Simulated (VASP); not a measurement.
Set up this calculation in VASP 6.6.1, as the native input.

```yaml
Task: single point
Functional: PBE
Potentials_or_basis: VASP PAW PBE potentials, release 64 (Rb_sv, Br)
Cutoff: 520 eV
k_mesh: 6 × 6 × 4
Occupations: gaussian, width 0.01 eV
Spin: no spin polarisation
Dipole_correction: no
Further_INCAR_settings: ALGO = Normal; EDIFF = 1e-06; NBANDS = 24
```

The structure of RbBr lies in POSCAR:

```
RbBr
1.0
    5.8899870995      0.0000000000      0.0000000000
   -2.9449935497      5.1008784561      0.0000000000
    0.0000000000      0.0000000000      6.8697847830
Rb Br
2 2
Direct
    0.3333333333      0.6666666667      0.2500000000
    0.6666666667      0.3333333333      0.7500000000
    0.6666666667      0.3333333333      0.2500000000
    0.3333333333      0.6666666667      0.7500000000
```

These files were run (other wordings do the same):

INCAR

```
ALGO = Normal
EDIFF = 1E-6
ENCUT = 520
GGA = PE
ISIF = 2
ISMEAR = 0
LASPH = True
LCHARG = True
LELF = True
LREAL = False
LVHAR = True
LWAVE = False
NBANDS = 24
NELM = 60
PREC = Accurate
SIGMA = 0.01
```

KPOINTS

```
k-points
0
Gamma
  6 6 4
```

Potentials or basis: VASP PAW PBE potentials, release 64 (Rb_sv, Br).

Run with:

```sh
$ cat potpaw_PBE.64/Rb_sv/POTCAR potpaw_PBE.64/Br/POTCAR > POTCAR
$ mpirun -np 1 vasp_std > vasp.out
```

It gave:

| Item | Value |
| --- | --- |
| Pressure | 0.3 GPa |
| Band gap on the k mesh | 4.06 eV, direct |

Wall time 72 s on 1 thread of Intel(R) Xeon(R) Platinum 8488C (Sapphire Rapids) (shared host), peak memory 0.38 GiB.
